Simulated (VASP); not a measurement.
Write the native input for VASP 6.6.1 that does the following.

```
Task                   : single point
Functional             : PBEsol
Potentials or basis    : VASP PAW PBE potentials, release 64 (Si, C)
Cutoff                 : 520 eV
k mesh                 : 10 × 10 × 10
Occupations            : gaussian, width 0.05 eV
Spin                   : no spin polarisation
Dipole correction      : no
Further INCAR settings : ALGO = Normal; EDIFF = 1e-06; NBANDS = 11
```

The structure of SiC lies in POSCAR:

```
SiC
1.0
    0.0000000000      2.1783895848      2.1783895848
    2.1783895848      0.0000000000      2.1783895848
    2.1783895848      2.1783895848      0.0000000000
Si C
1 1
Direct
    0.0035337978     -0.0035337978      0.0035337978
    0.7417370152      0.7582629848      0.7417370152
```

One way to write it, as run:

INCAR

```
SYSTEM = SiC
PREC = Accurate
ENCUT = 520
EDIFF = 1E-6
ISMEAR = 0
SIGMA = 0.05
LREAL = .False.
LASPH = .True.
NELM = 100
ALGO = Normal
ISIF = 2
LWAVE = .False.
LCHARG = .False.
GGA = PS
NBANDS = 11
```

KPOINTS

```
Automatic mesh
0
Gamma
  10 10 10
  0 0 0
```

Potentials or basis: VASP PAW PBE potentials, release 64 (Si, C).

Launch:

```bash
$ cat potpaw_PBE.64/Si/POTCAR potpaw_PBE.64/C/POTCAR > POTCAR
$ mpirun -np 1 vasp_std > vasp.out
```

It gave:

- Pressure: 0.7 GPa
- Largest force: 0.984 eV/Å
- Band gap on the k mesh: 0.99 eV, indirect (least direct gap 4.32 eV)

Caveat: the PAW data sets were made with another functional, which shifts forces and pressure a little.

Wall time 19 s on 1 thread of AMD EPYC 9R45 96-Core Processor (Zen 5), on a shared host, peak memory 0.13 GiB.
